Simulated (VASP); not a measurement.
# HgP in VASP: notebook, part 2 of 2

VASP 6.6.1. The steps go on from the part before.

## (4) Single point, PBEsol (volume scaled by 0.980)

The input, INCAR:

```
SYSTEM = HgP
ALGO = Normal ; EDIFF = 1E-7
ENCUT = 520 ; GGA = PS
ISIF = 2 ; ISMEAR = 0
LASPH = .TRUE. ; LCHARG = .TRUE.
LELF = .TRUE. ; LREAL = .FALSE.
LVHAR = .TRUE. ; LWAVE = .FALSE.
NBANDS = 25 ; NELM = 80
PREC = Accurate ; SIGMA = 0.05
```

The input, KPOINTS:

```
k-points
0
G
  10 10 6
  0 0 0
```

The input, POSCAR:

```
HgP
1.0
    3.6432826466      0.0000000000      0.0000000000
   -1.8216413233      3.1551753251      0.0000000000
    0.0000000000      0.0000000000      6.8388190644
Hg P
2 2
Direct
    0.0000000000      0.0000000000      0.0000000000
    0.0000000000      0.0000000000      0.5000000000
    0.3333333333      0.6666666667      0.2500000000
    0.6666666667      0.3333333333      0.7500000000
```

Potentials or basis: VASP PAW PBE potentials, release 64 (Hg, P).

Started as:

```console
$ cat potpaw_PBE.64/Hg/POTCAR potpaw_PBE.64/P/POTCAR > POTCAR
$ mpirun -np 1 vasp_std > vasp.out
```

OUTCAR:

```text
SYSTEM = HgP
   EDIFF = 1E-7
   ENCUT = 520
   GGA = PS
   ISIF = 2
   ISMEAR = 0
   LASPH = .TRUE.
   LREAL = .FALSE.
   NELM = 80
   PREC = Accurate

 ion  position               nearest neighbor table
   1  0.000  0.000  0.000-   3 2.71   4 2.71   3 2.71   4 2.71   4 2.71   3 2.71   2 3.42   2 3.42

   2  0.000  0.000  0.500-   3 2.71   4 2.71   3 2.71   4 2.71   4 2.71   3 2.71   1 3.42   1 3.42

   3  0.333  0.667  0.250-   1 2.71   2 2.71   1 2.71   2 2.71   1 2.71   2 2.71
[... 877 lines left out ...]
  Direction    XX          YY          ZZ          XY          YZ          ZX
  --------------------------------------------------------------------------------------
  -------------------------------------------------------------------------------------
  Total        1.1414815      1.1414815      1.2422658      0.0000000      0.0000000      0.0000000
  in kB       23.2638705     23.2638705     25.3178984      0.0000000      0.0000000      0.0000000
  external PRESSURE =      23.9485464 kB  Pullay stress =       0.0000000 kB

 VOLUME and BASIS-vectors are now :
 -----------------------------------------------------------------------------
  energy-cutoff  :      520.00
  volume of cell :       78.61
      direct lattice vectors                 reciprocal lattice vectors
     3.643282647  0.000000000  0.000000000     0.274477744  0.158469799  0.000000000
    -1.821641323  3.155175325  0.000000000     0.000000000  0.316939598  0.000000000
     0.000000000  0.000000000  6.838819064     0.000000000  0.000000000  0.146224076

 POSITION                                       TOTAL-FORCE (eV/Angst)
 -----------------------------------------------------------------------------------
      0.00000      0.00000      0.00000        -0.000000      0.000000     -0.000000
      0.00000      0.00000      3.41941        -0.000000      0.000000     -0.000000
     -0.00000      2.10345      1.70970        -0.000000      0.000000     -0.000000
      1.82164      1.05173      5.12911         0.000000      0.000000      0.000000
 -----------------------------------------------------------------------------------
    total drift:                               -0.000000      0.000000      0.000000

  FREE ENERGIE OF THE ION-ELECTRON SYSTEM (eV)
  ---------------------------------------------------
  free  energy   TOTEN  =       -10.6197438512 eV

  energy  without entropy=      -10.6172590441  energy(sigma->0) =      -10.61850145
```

stdout:

```text
POSCAR found type information on POSCAR HgP
 POSCAR found :  2 types and       4 ions
 scaLAPACK will be used
 -----------------------------------------------------------------------------
|                                                                             |
|                                                                             |
|     You enforced a specific xc type in the INCAR file but a different       |
|     I HOPE YOU KNOW WHAT YOU ARE DOING!                                     |
|                                                                             |
 -----------------------------------------------------------------------------

 LDA part: xc-table for (Slater+PW92), standard interpolation
 POSCAR, INCAR and KPOINTS ok, starting setup
 FFT: planning ... GRIDC
 FFT: planning ... GRID_SOFT
 FFT: planning ... GRID
 WAVECAR not read
 entering main loop
```

Wall time 2 min (1 thread of Oxide Virtual Turin-like, shared host); peak memory 0.22 GiB.

What came out:

```yaml
Free_energy: -10.6197 eV
Pressure: 2.4 GPa
Band_gap_on_the_k_mesh: zero (band 17 reaches 6.31 eV, above the bottom of band 18 at 3.35 eV)
```

Levels at points of the mesh, in eV from the Fermi level:
```tsv
k point	band 14	band 15	band 16	band 17	band 18	band 19	band 20	band 21
(0.00, 0.00, 0.00)	-1.08	0.38	0.38	0.84	1.86	1.86	4.24	6.48
(0.50, 0.00, 0.00)	-3.79	-3.48	-2.67	-1.46	1.53	2.69	3.45	3.52
(0.00, 0.00, 0.50)	-4.27	1.12	1.12	1.12	1.12	4.14	4.14	6.18
(0.50, 0.00, 0.50)	-5.09	-0.50	-0.50	-0.24	-0.24	0.44	0.44	5.29
```

Caveat: the PAW data sets were made with another functional, which shifts forces and pressure a little; spin-orbit coupling is left out, which moves the levels of the heavy elements.

## (5) Single point, PBEsol

The input, INCAR:

```
SYSTEM = HgP
PREC = Accurate
ENCUT = 520
EDIFF = 1E-6
ISMEAR = 0
SIGMA = 0.05
LREAL = .False.
LASPH = .True.
NELM = 100
ALGO = Normal
ISIF = 2
LWAVE = .False.
LCHARG = .False.
GGA = PS
NBANDS = 25
```

The input, KPOINTS:

```
regular mesh
0
Gamma
  10 10 6
  0 0 0
```

The input, POSCAR:

```
HgP
1.0
    3.6757958979      0.0000000000      0.0000000000
   -1.8378979490      3.1833326267      0.0000000000
    0.0000000000      0.0000000000      6.8554819369
Hg P
2 2
Direct
    0.0000000000      0.0000000000      0.0000000000
    0.0000000000      0.0000000000      0.5000000000
    0.3333333333      0.6666666667      0.2500000000
    0.6666666667      0.3333333333      0.7500000000
```

Started as:

```console
$ cat potpaw_PBE.64/Hg/POTCAR potpaw_PBE.64/P/POTCAR > POTCAR
$ mpirun -np 1 vasp_std > vasp.out
```

Wall time 2.3 min (1 thread of Oxide Virtual Turin-like, shared host); peak memory 0.22 GiB.

Results (log left out):

```yaml
Free_energy: -10.6349 eV
Pressure: 0.6 GPa
Band_gap_on_the_k_mesh: zero (band 17 reaches 5.99 eV, above the bottom of band 18 at 3.16 eV)
```

Stress tensor (GPa, compression positive):
```
0.54 0.00 0.00
0.00 0.54 0.00
0.00 0.00 0.63
```

Levels at points of the mesh, in eV from the Fermi level:
| k point | band 15 | band 16 | band 17 | band 18 | band 19 | band 20 |
| --- | --- | --- | --- | --- | --- | --- |
| (0.00, 0.00, 0.00) | 0.35 | 0.35 | 0.72 | 1.78 | 1.78 | 4.16 |
| (0.50, 0.00, 0.00) | -3.38 | -2.63 | -1.44 | 1.48 | 2.61 | 3.39 |
| (0.00, 0.00, 0.50) | 1.07 | 1.07 | 1.07 | 1.07 | 3.99 | 3.99 |
| (0.50, 0.00, 0.50) | -0.51 | -0.51 | -0.24 | -0.24 | 0.47 | 0.47 |

Caveat: the PAW data sets were made with another functional, which shifts forces and pressure a little; spin-orbit coupling is left out, which moves the levels of the heavy elements.

## (6) Overview

```tsv
cell	gap on the mesh (eV)	pressure (GPa)
a = 3.676, b = 3.676, c = 6.855 Å, angles 90.0, 90.0, 120.0°, 4 atoms	none	0.6
a = 3.608, b = 3.608, c = 6.831 Å, angles 90.0, 90.0, 120.0°, 4 atoms	none	4.4
a = 3.643, b = 3.643, c = 6.839 Å, angles 90.0, 90.0, 120.0°, 4 atoms	none	2.4
```

Some of these runs hold the atoms at other places in the same cell, which the table doesn't show; runs alike in all that it shows share one row.

Alike in all rows: task single point; level PBEsol; potentials or basis VASP PAW PBE potentials, release 64 (Hg, P); no spin polarisation; k mesh 10 × 10 × 6; cutoff (eV) 520; smearing gaussian 0.05 eV.

Caveats: the PAW data sets were made with another functional, which shifts forces and pressure a little; spin-orbit coupling is left out, which moves the levels of the heavy elements.

Absolute energies hang on the potentials; compare differences alone.
